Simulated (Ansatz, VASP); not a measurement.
**HfO2: VASP beside Ansatz**

Contents of INCAR:

```
SYSTEM = HfO2
PREC = Accurate
ENCUT = 520
EDIFF = 1E-6
ISMEAR = 0
SIGMA = 0.01
LREAL = .FALSE.
LASPH = .TRUE.
NELM = 100
ALGO = Normal
ISIF = 2
LWAVE = .FALSE.
LCHARG = .FALSE.
GGA = PS
NBANDS = 31
```

Contents of KPOINTS:

```
regular mesh
0
G
  3 3 3
  0 0 0
```

Contents of POSCAR:

```
HfO2
1.0
    4.8382983968      0.0000000000      0.0000000000
    0.0000000000      4.8382983968      0.0000000000
    0.0000000000      0.0000000000      3.2199930757
Hf O
2 4
Direct
    0.0000000000      0.0000000000      0.0000000000
    0.5000000000      0.5000000000      0.5000000000
    0.1949543471      0.8050456529      0.5000000000
    0.3050456529      0.3050456529      0.0000000000
    0.6949543471      0.6949543471      0.0000000000
    0.8050456529      0.1949543471      0.5000000000
```

Input for Ansatz:

```yaml
crystal:
  lattice:
    - [4.8382983968, 0.0, 0.0]
    - [0.0, 4.8382983968, 0.0]
    - [0.0, 0.0, 3.2199930757]
  atoms:
    - { symbol: Hf, position: [0.0, 0.0, 0.0] }
    - { symbol: Hf, position: [0.5, 0.5, 0.5] }
    - { symbol: O, position: [0.1949543471, 0.8050456529, 0.5] }
    - { symbol: O, position: [0.3050456529, 0.3050456529, 0.0] }
    - { symbol: O, position: [0.6949543471, 0.6949543471, 0.0] }
    - { symbol: O, position: [0.8050456529, 0.1949543471, 0.5] }
kpoints:
  mp_grid: { grid: [3, 3, 3] }
hamiltonian:
  xc: pbesol
scf:
  occupations: { method: fixed }
  n_extra_bands: 5
output:
  forces: true
  stress: true
  eigenvalues: true
```

Alike in both runs: task single point; functional PBEsol; k mesh 3 × 3 × 3; no spin polarisation.

|  | VASP | Ansatz |
| --- | --- | --- |
| version | VASP 6.6.1 | Ansatz 0.2.0 |
| potentials or method | VASP PAW PBE potentials, release 64 (Hf_pv, O) | plane waves |
| plane-wave cutoff (eV) | 520 | 420 |
| occupations | gaussian, width 0.01 eV | fixed |
| valence electrons in the cell | 44 | 76 |

|  | VASP | Ansatz | Ansatz less VASP |
| --- | --- | --- | --- |
| gap on the k mesh at the Fermi level (eV) | 3.81 | 3.86 | +0.055 |
| pressure (GPa) | -4.2 | -1.5 | +2.66 |
| traceless stress, the component that is largest in VASP (GPa) | -0.61 | -0.18 | +0.429 |
| rms of the force components (eV/Å) | 0.033 | 0.011 | -0.0216 |

VASP's potentials were made for PBE, not for PBEsol. Atom by atom the forces differ by 0.022 eV/Å (rms over components). VASP's potentials hold 44 valence electrons a cell and Ansatz's 76, so a difference there can come from the potentials and not from the codes.

The k mesh is coarse, so the values compare programs but aren't converged. Neither program's run includes spin-orbit coupling.
